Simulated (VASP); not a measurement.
# NiO: single point with PBE

**The experiment to reproduce.**

“Local correlations, non-local screening, multiplets, and band formation in NiO”, 2012, arxiv:1210.6675 quotes, for a bulk crystal of NiO: band gap 4.3 eV.

The system is NiO.

```
CELL_PARAMETERS angstrom
0.00000 2.10997 2.10997
2.10997 0.00000 2.10997
2.10997 2.10997 0.00000
ATOMIC_POSITIONS crystal
Ni 0.00000 0.00000 0.00000
O 0.50000 0.50000 0.50000
```

| Property | Result |
| --- | --- |
| Program | VASP 6.6.1 |
| Task | single point |
| Functional | PBE |
| Potentials or basis | VASP PAW PBE potentials, release 64 (Ni, O) |
| Cutoff | 520 eV |
| k mesh | 8 × 8 × 8 |
| Occupations | gaussian, width 0.05 eV |
| Spin | collinear spin, ferromagnetic start |
| Starting moments | [1.65, 0.0] μB |

```yaml
Pressure: -0.2 GPa
Net_moment: 1.85 μB per cell
Site_moments: Ni +1.51; O +0.29 μB
Valence_electrons_inside_the_program's_atomic_spheres: Ni 8.92; O 4.97
```

Levels at points of the mesh, in eV from the Fermi level:
Spin up:
```
           k point  band 7  band 8  band 9  band 10  band 11  band 12
(0.00, 0.00, 0.00)   -2.67   -2.67   -2.67     1.33    17.73    18.65
(0.50, 0.00, 0.00)   -1.51    0.15    0.15     5.50     9.64    13.77
(0.50, 0.50, 0.00)   -2.40   -1.74   -1.74     5.89    10.34    12.05
```
Spin down:
```
           k point  band 5  band 6  band 7  band 8  band 9  band 10
(0.00, 0.00, 0.00)   -1.82   -1.82   -1.82   -0.55   -0.55     1.70
(0.50, 0.00, 0.00)   -0.98   -0.98   -0.61    2.16    2.16     5.68
(0.50, 0.50, 0.00)   -2.74   -0.80   -0.80   -0.15    0.33     6.36
```

It took 13 s on 1 thread of Intel(R) Xeon(R) 6975P-C (Granite Rapids) (shared host), peak memory 0.15 GiB.

Against the measured gap of NiO, 4.3 eV (quoted in “Local correlations, non-local screening, multiplets, and band formation in NiO”, 2012, arxiv:1210.6675), the calculated 0.00 eV is off by -4.30 eV. So large a miss can be the level of theory's own, or it may mean another phase, state or a wrong row. The value is that of PBE on a finite k mesh, which can miss the band edges, without temperature or zero-point motion. Semilocal functionals fall short of measured gaps as a rule. The run's magnetic order (collinear spin, ferromagnetic start) needn't be the measured crystal's.

Caveat: a cell with one magnetic atom can't hold antiferromagnetic order, which such compounds often take; semilocal functionals often make such compounds metallic where correlation or magnetic order opens a gap, which also shifts bond lengths.
